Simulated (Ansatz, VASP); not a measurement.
**Ti2B in VASP and in Ansatz**

```xyz
6
Lattice="-2.8291 2.8291 2.3683 2.8291 -2.8291 2.3683 2.8291 2.8291 -2.3683" Properties=species:S:1:pos:R:3 pbc="T T T"
Ti    0.9302    3.7593    0.0000
Ti    1.8989   -0.9302    2.3683
Ti    0.9302    1.8989    2.3683
Ti    1.8989    0.9302    0.0000
B     0.0000    0.0000    3.5524
B     0.0000    0.0000    1.1841
```

Alike in both runs: task single point; functional PBE; k mesh 2 × 2 × 2; no spin polarisation.

|  | VASP | Ansatz |
| --- | --- | --- |
| version | VASP 6.6.1 | Ansatz 0.2.0 |
| potentials or method | VASP PAW PBE potentials, release 64 (Ti_sv, B), cutoff 520 eV | plane waves, PAW |
| occupations | fermi-dirac, width 0.1 eV | fermi-dirac |
| valence electrons in the cell | 54 | 54 |

VASP gave:

```
pressure (GPa)                                                : -0.8
traceless stress, the component that is largest in VASP (GPa) : 4.60
```

Question: Which values does Ansatz return?

Answer: Pressure (GPa): -0.7; traceless stress, the component that is largest in VASP (GPa): 4.66.

The k mesh is coarse, so the values compare programs but aren't converged.
